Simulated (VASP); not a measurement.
# Co (P6_3/mmc) in VASP: notebook

The runs below take Co through single point, with LDA, PBEsol+D3(BJ), PBEsol.

Program: VASP 6.6.1. These are calculated values, not measurements. Logs are shortened: lines on timing, memory, paths and dates and some standing lists are left out, and cuts for length are marked.

## 1. The cell of the first run

Symmetry: P6_3/mmc, No. 194, hexagonal system. The conventional cell has a = 2.427 Å, b = 2.427 Å, c = 3.920 Å, α = 90.00°, β = 90.00°, γ = 120.00°. Co (site symmetry -6m2) has 12 Co at 2.41 to 2.43 Å within 3.2 Å.

## 2. Single point, LDA, collinear spin, ferromagnetic start

INCAR reads:

```
ALGO = Normal
EDIFF = 1E-7
ENCUT = 520
GGA = CA
ISIF = 2
ISMEAR = -1
ISPIN = 2
LASPH = T
LCHARG = F
LMAXMIX = 4
LORBIT = 11
LREAL = F
LWAVE = F
MAGMOM = 1.8 1.8
NBANDS = 20
NELM = 150
PREC = Accurate
SIGMA = 0.1
```

KPOINTS reads:

```
k-points
0
Gamma
  14 14 8
```

POSCAR reads:

```
Co
1.0
    2.4270037587      0.0000000000      0.0000000000
   -1.2135018794      2.1018469101      0.0000000000
    0.0000000000      0.0000000000      3.9196982431
Co
2
Direct
    0.6666666667      0.3333333333      0.2499964265
    0.3333333333      0.6666666667      0.7500035735
```

Potentials or basis: VASP PAW LDA potentials, release 64 (Co).

Started as:

```sh
cat potpaw_LDA.64/Co/POTCAR > POTCAR
mpirun -np 1 vasp_std > vasp.out
```

OUTCAR:

```text
EDIFF = 1E-7
   ENCUT = 520
   GGA = CA
   ISIF = 2
   ISMEAR = -1
   ISPIN = 2
   LASPH = T
   LORBIT = 11
   LREAL = F
   NELM = 150
   PREC = Accurate

 ion  position               nearest neighbor table
   1  0.667  0.333  0.250-   2 2.41   2 2.41   2 2.41   2 2.41   2 2.41   2 2.41
   2  0.333  0.667  0.750-   1 2.41   1 2.41   1 2.41   1 2.41   1 2.41   1 2.41

  LATTYP: Found a hexagonal cell.
 ALAT       =     2.4270037587
 C/A-ratio  =     1.6150359179

  Lattice vectors:

 A1 = (   2.4270037587,   0.0000000000,   0.0000000000)
 A2 = (  -1.2135018794,   2.1018469101,   0.0000000000)
 A3 = (   0.0000000000,   0.0000000000,   3.9196982431)

Analysis of symmetry for initial positions (statically):
=====================================================================
 Subroutine PRICEL returns:
 Original cell was already a primitive cell.

 Routine SETGRP: Setting up the symmetry group for a
 hexagonal supercell.

 Subroutine GETGRP returns: Found 12 space group operations
 (whereof 12 operations were pure point group operations)
 out of a pool of 24 trial point group operations.

The static configuration has the point symmetry D_3d.

Analysis of symmetry for dynamics (positions and initial velocities):
=====================================================================
 Subroutine PRICEL returns:
 Original cell was already a primitive cell.

 Routine SETGRP: Setting up the symmetry group for a
 hexagonal supercell.

 Subroutine GETGRP returns: Found 12 space group operations
 (whereof 12 operations were pure point group operations)
 out of a pool of 24 trial point group operations.

The dynamic configuration has the point symmetry D_3d.

Analysis of structural, dynamic, and magnetic symmetry:
=====================================================================
 Subroutine PRICEL returns:
 Original cell was already a primitive cell.

 Routine SETGRP: Setting up the symmetry group for a
 hexagonal supercell.

 Subroutine GETGRP returns: Found 12 space group operations
 (whereof 12 operations were pure point group operations)
 out of a pool of 24 trial point group operations.

The overall configuration has the point symmetry D_3d.

 Subroutine INISYM returns: Found 12 space group operations
 (whereof 12 operations are pure point group operations),
 and found     1 'primitive' translations

----------------------------------------------------------------------------------------

                                     Primitive cell
[... 112 lines left out ...]
  volume/ion in A,a.u.               =      10.00        67.47
  Fermi-wavevector in a.u.,A,eV,Ry     =   1.580730  2.987146 33.996964  2.498706
  Thomas-Fermi vector in A             =   2.680913
   LORBIT       =     11    0 simple, 1 ext, 2 COOP (PROOUT), +10 PAW based schemes
   GGA     = CA    functional components
   LHFCALC =     F    Hartree Fock is set to
   AEXX    =    0.0000 exact exchange contribution
   IVDW    =     0    specifies the selected vdW correction
   LEPSILON=     F    determine dielectric tensor
   LRPA    =     F    only Hartree local field effects (RPA)
 spin polarized calculation
  energy-cutoff  :      520.00
  volume of cell :       20.00
 maximum number of plane-waves:       557
   NGX =  9   NGY =  9   NGZ = 15

 number of electron      17.9999993 magnetization       2.8642844

 Free energy of the ion-electron system (eV)
  ---------------------------------------------------
  ext. energy  EPLUGINS =         0.00000000
  ---------------------------------------------------
  free energy    TOTEN  =       -16.28545490 eV

  energy without entropy =      -16.21039262  energy(sigma->0) =      -16.24792376

 E-fermi :  11.1120     XC(G=0): -14.2253

 val. band max:       11.1106868739   @ k =   0.2857   0.2143   0.3750
 cond. band min:      11.1125275288   @ k =   0.3571   0.2857   0.3750
 fundamental gap:      0.0018406549
 Fermi energy:        11.1119800409

 spin component 1

 k-point     1 :       0.0000    0.0000    0.0000
  band No.  band energies     occupation
      1       1.7375      1.00000
      2       5.6817      1.00000
      3       8.5636      1.00000
      4       8.5862      1.00000
      5       8.5862      1.00000
      6       8.9532      1.00000
[... 541 lines left out ...]
     19      29.1401      0.00000
     20      45.2472      0.00000

 [... further k-points ...]

 spin component 2

 k-point     1 :       0.0000    0.0000    0.0000
  band No.  band energies     occupation
      1       1.9161      1.00000
      2       6.5121      1.00000
      3       9.8836      1.00000
      4       9.8982      0.99999
      5       9.8982      0.99999
      6      10.3085      0.99968
[... 541 lines left out ...]
     19      29.5552      0.00000
     20      45.5986      0.00000

 [... further k-points ...]

------------------------ aborting loop because EDIFF is reached ----------------------------------------

  FORCE on cell =-STRESS in cart. coord.  units (eV):
  Direction    XX          YY          ZZ          XY          YZ          ZX
  --------------------------------------------------------------------------------------
  -------------------------------------------------------------------------------------
  Total       -0.1565699     -0.1565699     -0.2069182      0.0000000     -0.0000000     -0.0000000
  in kB      -12.5456944    -12.5456944    -16.5800262      0.0000000     -0.0000000     -0.0000000
  external PRESSURE =     -13.8904717 kB  Pullay stress =       0.0000000 kB

 VOLUME and BASIS-vectors are now :
 -----------------------------------------------------------------------------
  energy-cutoff  :      520.00
  volume of cell :       20.00
      direct lattice vectors                 reciprocal lattice vectors
     2.427003759  0.000000000  0.000000000     0.412030676  0.237886022  0.000000000
    -1.213501879  2.101846910  0.000000000     0.000000000  0.475772044  0.000000000
     0.000000000  0.000000000  3.919698243     0.000000000  0.000000000  0.255121680

 POSITION                                       TOTAL-FORCE (eV/Angst)
 -----------------------------------------------------------------------------------
      1.21350      0.70062      0.97991        -0.000000      0.000000      0.000265
     -0.00000      1.40123      2.93979         0.000000     -0.000000     -0.000265
 -----------------------------------------------------------------------------------
    total drift:                               -0.000000      0.000000     -0.000000

  FREE ENERGIE OF THE ION-ELECTRON SYSTEM (eV)
  ---------------------------------------------------
  free  energy   TOTEN  =       -16.2854548996 eV

  energy  without entropy=      -16.2103926237  energy(sigma->0) =      -16.24792376

 total charge

# of ion       s       p       d       tot
------------------------------------------
    1        0.523   0.590   7.340   8.453
    2        0.523   0.590   7.340   8.453
--------------------------------------------------
tot          1.047   1.180  14.680  16.906

 magnetization (x)

# of ion       s       p       d       tot
------------------------------------------
    1       -0.013  -0.038   1.476   1.425
    2       -0.013  -0.038   1.476   1.425
--------------------------------------------------
tot         -0.026  -0.075   2.952   2.851
```

Wall time 74 s (1 thread of Intel Xeon Platinum 8488C (Sapphire Rapids), shared host); peak memory 0.2 GiB.

Results:

```
Free energy                                           : -16.2855 eV
Pressure                                              : -1.4 GPa
Net moment                                            : 2.86 μB per cell
Site moments                                          : Co +1.43 μB
Valence electrons inside the program's atomic spheres : Co 8.45
```

Stress tensor (GPa, compression positive):
```
-1.25  0.00  0.00
 0.00 -1.25  0.00
 0.00  0.00 -1.66
```

## 3. Single point, PBEsol+D3(BJ), collinear spin, ferromagnetic start

This run uses another cell than the first one, of 10.11 Å³/atom.

INCAR reads:

```
  ALGO = Normal
  EDIFF = 1E-6
  ENCUT = 520
  GGA = PS
  ISIF = 2
  ISMEAR = -1
  ISPIN = 2
  IVDW = 12
  LASPH = True
  LCHARG = False
  LMAXMIX = 4
  LORBIT = 11
  LREAL = False
  LWAVE = False
  MAGMOM = 1.8 1.8
  NBANDS = 20
  NELM = 150
  PREC = Accurate
  SIGMA = 0.1
```

KPOINTS is that of step 2.

POSCAR reads:

```
Co
1.0
    2.4345074787      0.0000000000      0.0000000000
   -1.2172537393      2.1083453222      0.0000000000
    0.0000000000      0.0000000000      3.9374794151
Co
2
Direct
    0.6666666667      0.3333333333      0.2499990387
    0.3333333333      0.6666666667      0.7500009613
```

Potentials or basis: VASP PAW PBE potentials, release 64 (Co).

Started as:

```sh
cat potpaw_PBE.64/Co/POTCAR > POTCAR
mpirun -np 1 vasp_std > vasp.out
```

OUTCAR:

```text
EDIFF = 1E-6
   ENCUT = 520
   GGA = PS
   ISIF = 2
   ISMEAR = -1
   ISPIN = 2
   IVDW = 12
   LASPH = True
   LORBIT = 11
   LREAL = False
   NELM = 150
   PREC = Accurate
 IVDW          = 12

 ion  position               nearest neighbor table
   1  0.667  0.333  0.250-   2 2.42   2 2.42   2 2.42   2 2.42   2 2.42   2 2.42
   2  0.333  0.667  0.750-   1 2.42   1 2.42   1 2.42   1 2.42   1 2.42   1 2.42

  LATTYP: Found a hexagonal cell.
 ALAT       =     2.4345074787
 C/A-ratio  =     1.6173618071

  Lattice vectors:

 A1 = (   2.4345074787,   0.0000000000,   0.0000000000)
 A2 = (  -1.2172537393,   2.1083453222,   0.0000000000)
 A3 = (   0.0000000000,   0.0000000000,   3.9374794151)

Analysis of symmetry for initial positions (statically):
=====================================================================
 Subroutine PRICEL returns:
 Original cell was already a primitive cell.

 Routine SETGRP: Setting up the symmetry group for a
 hexagonal supercell.

 Subroutine GETGRP returns: Found 24 space group operations
[... 753 lines left out ...]
      6      10.3935      0.99924
[... 541 lines left out ...]
     19      29.3264      0.00000
     20      45.2929      0.00000

 [... further k-points ...]

------------------------ aborting loop because EDIFF is reached ----------------------------------------

 Edisp (eV)   -0.81733

 E8    (eV) :    -0.5410

  FORCE on cell =-STRESS in cart. coord.  units (eV):
  Direction    XX          YY          ZZ          XY          YZ          ZX
  --------------------------------------------------------------------------------------
  -------------------------------------------------------------------------------------
  Total      -0.13849    -0.13849    -0.14681    -0.00000     0.00000     0.00000
  in kB     -10.97909   -10.97909   -11.63808    -0.00000     0.00000     0.00000
  external pressure =      -11.20 kB  Pullay stress =        0.00 kB

 VOLUME and BASIS-vectors are now :
 -----------------------------------------------------------------------------
  energy-cutoff  :      520.00
  volume of cell :       20.21
      direct lattice vectors                 reciprocal lattice vectors
     2.434507479  0.000000000  0.000000000     0.410760702  0.237152802  0.000000000
    -1.217253739  2.108345322  0.000000000     0.000000000  0.474305603  0.000000000
     0.000000000  0.000000000  3.937479415     0.000000000  0.000000000  0.253969582

 POSITION                                       TOTAL-FORCE (eV/Angst)
 -----------------------------------------------------------------------------------
      1.21725      0.70278      0.98437        -0.000000      0.000000      0.000000
     -0.00000      1.40556      2.95311         0.000000     -0.000000     -0.000000
 -----------------------------------------------------------------------------------
    total drift:                               -0.000070      0.000040     -0.000105

  FREE ENERGIE OF THE ION-ELECTRON SYSTEM (eV)
  ---------------------------------------------------
  free  energy   TOTEN  =       -16.3106840668 eV

  energy  without entropy=      -16.2517921389  energy(sigma->0) =      -16.28123810

 total charge

# of ion       s       p       d       tot
------------------------------------------
    1        0.519   0.589   7.312   8.420
    2        0.519   0.589   7.312   8.420
--------------------------------------------------
tot          1.039   1.178  14.624  16.841

 magnetization (x)

# of ion       s       p       d       tot
------------------------------------------
    1       -0.016  -0.052   1.591   1.523
    2       -0.016  -0.052   1.591   1.523
--------------------------------------------------
tot         -0.031  -0.103   3.181   3.047
```

stdout:

```text
POSCAR found type information on POSCAR Co
 POSCAR found :  1 types and       2 ions
 scaLAPACK will be used
 -----------------------------------------------------------------------------
|                                                                             |
|                                                                             |
|     You enforced a specific xc type in the INCAR file but a different       |
|     I HOPE YOU KNOW WHAT YOU ARE DOING!                                     |
|                                                                             |
 -----------------------------------------------------------------------------

 LDA part: xc-table for (Slater+PW92), standard interpolation
 POSCAR, INCAR and KPOINTS ok, starting setup
 FFT: planning ... GRIDC
 FFT: planning ... GRID_SOFT
 FFT: planning ... GRID
 WAVECAR not read
 entering main loop
```

It took 49 s on 1 thread of Intel Xeon Platinum 8488C (Sapphire Rapids), shared host; peak memory 0.19 GiB.

What came out:

| Property | Result |
| --- | --- |
| Free energy | -16.3107 eV |
| Pressure | -1.1 GPa |
| Net moment | 3.04 μB per cell |
| Site moments | Co +1.52 μB |
| Valence electrons inside the program's atomic spheres | Co 8.42 |
| Dispersion energy per atom | -0.409 eV |

Caveat: the PAW data sets were made with another functional, which shifts forces and pressure a little.

## 4. Single point, PBEsol, collinear spin, ferromagnetic start

This run uses another cell than the first one, of 10.36 Å³/atom.

INCAR reads:

```
PREC = Accurate
ENCUT = 520
EDIFF = 1E-6
ISMEAR = -1
SIGMA = 0.1
LREAL = F
LASPH = T
NELM = 150
ALGO = Normal
ISIF = 2
LWAVE = F
LCHARG = F
ISPIN = 2
MAGMOM = 1.8 1.8
LORBIT = 11
LMAXMIX = 4
GGA = PS
NBANDS = 20
```

KPOINTS reads:

```
regular mesh
0
Gamma
  14 14 8
```

POSCAR reads:

```
Co
1.0
    2.4550538397      0.0000000000      0.0000000000
   -1.2275269199      2.1261389928      0.0000000000
    0.0000000000      0.0000000000      3.9706413187
Co
2
Direct
    0.6666666667      0.3333333333      0.2500007896
    0.3333333333      0.6666666667      0.7499992104
```

Potentials or basis: VASP PAW PBE potentials, release 64 (Co).

Started as:

```sh
cat potpaw_PBE.64/Co/POTCAR > POTCAR
mpirun -np 1 vasp_std > vasp.out
```

OUTCAR:

```text
PREC = Accurate
   ENCUT = 520
   EDIFF = 1E-6
   ISMEAR = -1
   LREAL = F
   LASPH = T
   NELM = 150
   ISIF = 2
   ISPIN = 2
   LORBIT = 11
   GGA = PS

 ion  position               nearest neighbor table
   1  0.667  0.333  0.250-   2 2.44   2 2.44   2 2.44   2 2.44   2 2.44   2 2.44
   2  0.333  0.667  0.750-   1 2.44   1 2.44   1 2.44   1 2.44   1 2.44   1 2.44

  LATTYP: Found a hexagonal cell.
 ALAT       =     2.4550538397
 C/A-ratio  =     1.6173337034

  Lattice vectors:

 A1 = (   2.4550538397,   0.0000000000,   0.0000000000)
[... 1320 lines left out ...]
  external PRESSURE =      -9.6363020 kB  Pullay stress =       0.0000000 kB

 VOLUME and BASIS-vectors are now :
 -----------------------------------------------------------------------------
  energy-cutoff  :      520.00
  volume of cell :       20.73
      direct lattice vectors                 reciprocal lattice vectors
     2.455053840  0.000000000  0.000000000     0.407323043  0.235168068  0.000000000
    -1.227526920  2.126138993  0.000000000     0.000000000  0.470336137  0.000000000
     0.000000000  0.000000000  3.970641319     0.000000000  0.000000000  0.251848485

 POSITION                                       TOTAL-FORCE (eV/Angst)
 -----------------------------------------------------------------------------------
      1.22753      0.70871      0.99266        -0.000000     -0.000000      0.000000
     -0.00000      1.41743      2.97798         0.000000      0.000000      0.000000
 -----------------------------------------------------------------------------------
    total drift:                                0.000000     -0.000000     -0.000001

  FREE ENERGIE OF THE ION-ELECTRON SYSTEM (eV)
  ---------------------------------------------------
  free  energy   TOTEN  =       -15.5004402567 eV

  energy  without entropy=      -15.4401160041  energy(sigma->0) =      -15.47027813

 total charge

# of ion       s       p       d       tot
------------------------------------------
    1        0.508   0.565   7.292   8.365
    2        0.508   0.565   7.292   8.365
--------------------------------------------------
tot          1.016   1.130  14.585  16.730

 magnetization (x)

# of ion       s       p       d       tot
------------------------------------------
    1       -0.016  -0.052   1.615   1.548
    2       -0.016  -0.052   1.615   1.548
--------------------------------------------------
tot         -0.031  -0.103   3.230   3.096
```

OSZICAR:

```text
N       E                     dE             d eps       ncg     rms          rms(c)
DAV:   1     0.823362885730E+02    0.82336E+02   -0.78798E+03 10200   0.120E+03
DAV:   2    -0.134127318238E+02   -0.95749E+02   -0.86052E+02  9740   0.217E+02
DAV:   3    -0.179626546535E+02   -0.45499E+01   -0.43542E+01 10960   0.568E+01
DAV:   4    -0.180311844104E+02   -0.68530E-01   -0.68477E-01 11708   0.615E+00
DAV:   5    -0.180331331200E+02   -0.19487E-02   -0.19486E-02 11116   0.982E-01    0.165E+01
DAV:   6    -0.159407249971E+02    0.20924E+01   -0.79408E+00 10948   0.596E+01    0.701E+00
DAV:   7    -0.155420418533E+02    0.39868E+00   -0.12240E+00 11436   0.210E+01    0.386E+00
DAV:   8    -0.155174184765E+02    0.24623E-01   -0.15978E-02 13136   0.119E+00    0.183E+00
DAV:   9    -0.155010198017E+02    0.16399E-01   -0.22823E-03 16456   0.845E-01    0.549E-01
DAV:  10    -0.155005675185E+02    0.45228E-03   -0.43386E-04 12716   0.268E-01    0.225E-01
DAV:  11    -0.155004483094E+02    0.11921E-03   -0.81486E-05 14664   0.148E-01    0.309E-02
DAV:  12    -0.155004419072E+02    0.64022E-05   -0.78223E-06 10288   0.213E-02    0.177E-02
DAV:  13    -0.155004405394E+02    0.13678E-05   -0.20699E-06  9108   0.171E-02    0.980E-03
DAV:  14    -0.155004402567E+02    0.28274E-06   -0.50439E-07  6196   0.645E-03
   1 F= -.15500440E+02 E0= -.15470278E+02  d E =-.603243E-01  mag=     3.0824
```

Run time: 51 s. Hardware: 1 thread of Intel Xeon Platinum 8488C (Sapphire Rapids), shared host; peak memory 0.18 GiB.

Results:

```yaml
Free_energy: -15.5004 eV
Pressure: -1.0 GPa
Net_moment: 3.08 μB per cell
Site_moments: Co +1.55 μB
Valence_electrons_inside_the_program's_atomic_spheres: Co 8.37
```

Caveat: the PAW data sets were made with another functional, which shifts forces and pressure a little.

## 5. Overview

| level | potentials or basis | cell | gap on the mesh (eV) | pressure (GPa) | moment (μB) |
| --- | --- | --- | --- | --- | --- |
| LDA | VASP PAW LDA potentials, release 64 (Co) | a = 2.427, b = 2.427, c = 3.920 Å, angles 90.0, 90.0, 120.0°, 2 atoms | none | -1.4 | 2.86 |
| PBEsol+D3(BJ) | VASP PAW PBE potentials, release 64 (Co) | a = 2.435, b = 2.435, c = 3.937 Å, angles 90.0, 90.0, 120.0°, 2 atoms | none | -1.1 | 3.04 |
| PBEsol | VASP PAW PBE potentials, release 64 (Co) | a = 2.455, b = 2.455, c = 3.971 Å, angles 90.0, 90.0, 120.0°, 2 atoms | none | -1.0 | 3.08 |

Alike in all rows: task single point; spin collinear, ferromagnetic start; k mesh 14 × 14 × 8; cutoff (eV) 520; smearing fermi-dirac 0.1 eV.

Caveats: the PAW data sets were made with another functional, which shifts forces and pressure a little (at least some runs).

Total energies depend on the potentials used, so only differences within one code and one set of settings carry meaning.
